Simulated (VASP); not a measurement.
Write the native input for VASP 6.6.1 that does the following.

```
Task                   : single point
Functional             : r2SCAN
Potentials or basis    : VASP PAW PBE potentials, release 64 (K_sv, Ta_pv, O)
Cutoff                 : 520 eV
k mesh                 : 1 × 1 × 1
Occupations            : fermi-dirac, width 0.05 eV
Spin                   : no spin polarisation
Dipole correction      : no
Further INCAR settings : LREAL = Auto; ALGO = Normal; EDIFF = 1e-07; NBANDS = 178
```

KTaO3:

```xyz
40
Lattice="8.1212 0.0000 0.0000 0.0000 8.1212 0.0000 0.0000 0.0000 8.1212" Properties=species:S:1:pos:R:3 pbc="T T T"
K     0.2554    0.2695   -0.2451
K     0.0119   -0.2114    3.7706
K    -0.3757    4.3955   -0.1761
K    -0.0373    3.9184    3.9918
K     4.0703    0.1521   -0.4795
K     4.4258   -0.0509    4.0281
K     3.8888    3.7980    0.2739
K     4.0077    3.8333    4.2306
Ta    1.8922    2.0285    2.1558
Ta    2.0460    2.1092    6.0606
Ta    2.1429    6.2829    2.0903
Ta    2.1739    6.1069    6.0908
Ta    5.9680    1.8600    2.1576
Ta    6.3722    2.0125    6.1759
Ta    6.0631    6.0455    2.0790
Ta    6.1502    6.0431    6.0951
O     1.9761    2.0543   -0.2522
O    -0.2116    1.7948    2.2380
O     2.0217   -0.0116    1.8885
O     1.9683    1.6638    3.8506
O    -0.0962    1.7653    5.7410
O     2.2394   -0.0958    6.0770
O     1.8779    5.8770   -0.0542
O    -0.1641    6.2018    1.8226
O     1.5554    3.8719    1.9340
O     1.8081    5.9967    3.8694
O    -0.1609    6.2992    5.8024
O     1.6184    3.9899    6.1569
O     6.1200    2.0118    0.0486
O     3.7857    2.2230    2.2238
O     5.2978    0.1870    1.9794
O     5.9285    2.5741    3.9041
O     3.9789    2.1867    5.8773
O     5.7896    0.2376    6.0327
O     6.0795    6.3579   -0.2244
O     3.9133    5.9746    2.0387
O     5.8551    4.2981    1.6551
O     6.3792    6.0894    3.8904
O     3.9390    5.9288    5.7893
O     6.0418    4.0334    6.2459
```

These files were run (other wordings do the same):

POSCAR

```
KTaO3
1.0
    8.1212400000      0.0000000000      0.0000000000
    0.0000000000      8.1212400000      0.0000000000
    0.0000000000      0.0000000000      8.1212400000
K Ta O
8 8 24
Direct
    0.0314483995      0.0331845876     -0.0301801203
    0.0014652935     -0.0260305077      0.4642887047
   -0.0462614084      0.5412350823     -0.0216838808
   -0.0045928947      0.4824878959      0.4915259246
    0.5011919362      0.0187286671     -0.0590427078
    0.5449660397     -0.0062675158      0.4959956854
    0.4788431323      0.4676625737      0.0337263768
    0.4934837537      0.4720092006      0.5209303013
    0.2329939763      0.2497771276      0.2654520738
    0.2519319710      0.2597140338      0.7462653486
    0.2638636464      0.7736380159      0.2573868030
    0.2676807975      0.7519664485      0.7499839926
    0.7348631490      0.2290290645      0.2656737149
    0.7846338736      0.2478069851      0.7604626880
    0.7465731834      0.7444060267      0.2559953899
    0.7572981466      0.7441105053      0.7505134684
    0.2433249110      0.2529539824     -0.0310543710
   -0.0260551344      0.2210007339      0.2755736809
    0.2489398171     -0.0014283533      0.2325383808
    0.2423644665      0.2048701922      0.4741394171
   -0.0118454817      0.2173682837      0.7069117524
    0.2757460683     -0.0117962282      0.7482847447
    0.2312331614      0.7236579636     -0.0066738577
   -0.0202062739      0.7636518561      0.2244238565
    0.1915224769      0.4767621693      0.2381409735
    0.2226384148      0.7383970921      0.4764543346
   -0.0198122454      0.7756450985      0.7144721742
    0.1992799129      0.4912919702      0.7581231438
    0.7535795026      0.2477207914      0.0059843078
    0.4661480267      0.2737266723      0.2738251794
    0.6523388054      0.0230260404      0.2437312529
    0.7299993597      0.3169589866      0.4807270811
    0.4899374972      0.2692569115      0.7236949037
    0.7128960602      0.0292566160      0.7428299127
    0.7485925795      0.7828730588     -0.0276312484
    0.4818599130      0.7356758328      0.2510330935
    0.7209613310      0.5292418399      0.2037989273
    0.7854958110      0.7498116051      0.4790401466
    0.4850244544      0.7300362999      0.7128591200
    0.7439504312      0.4966482951      0.7690820614
```

INCAR.step1

```
SYSTEM = KTaO3
PREC = Accurate ; ENCUT = 520
ISMEAR = -1 ; SIGMA = 0.05
LREAL = Auto ; LASPH = .TRUE.
NELM = 100 ; NBANDS = 178
GGA = PE ; ALGO = Normal
EDIFF = 1E-4 ; LWAVE = .TRUE.
LCHARG = .FALSE.
```

INCAR.step2

```
SYSTEM = KTaO3
PREC = Accurate ; ENCUT = 520
EDIFF = 1E-7 ; ISMEAR = -1
SIGMA = 0.05 ; LREAL = Auto
LASPH = .TRUE. ; NELM = 100
ALGO = Normal ; ISIF = 2
LWAVE = .FALSE. ; LCHARG = .FALSE.
METAGGA = R2SCAN ; LMIXTAU = .TRUE.
NBANDS = 178 ; ISTART = 1
```

KPOINTS

```
regular mesh
0
G
  1 1 1
  0 0 0
```

Potentials or basis: VASP PAW PBE potentials, release 64 (K_sv, Ta_pv, O).

Command:

```console
$ cat potpaw_PBE.64/K_sv/POTCAR potpaw_PBE.64/Ta_pv/POTCAR potpaw_PBE.64/O/POTCAR > POTCAR
$ cp INCAR.step1 INCAR
$ mpirun -np 1 vasp_gam > vasp.out
$ cp INCAR.step2 INCAR
$ mpirun -np 1 vasp_gam > vasp.out
```

It gave:

The pressure is 3.3 GPa and the largest force is 7.770 eV/Å. The band gap on the k mesh is 3.13 eV.

Caveat: the k points lie up to 0.77 Å⁻¹ apart; the PAW data sets were made with another functional, which shifts forces and pressure a little; spin-orbit coupling is left out, which moves the levels of the heavy elements; an odd mesh through Γ misses points on the zone boundary, where band edges can lie.

Wall time 10 min on 1 thread of Intel(R) Xeon(R) Platinum 8488C (Sapphire Rapids), with other jobs on the host, peak memory 0.55 GiB.
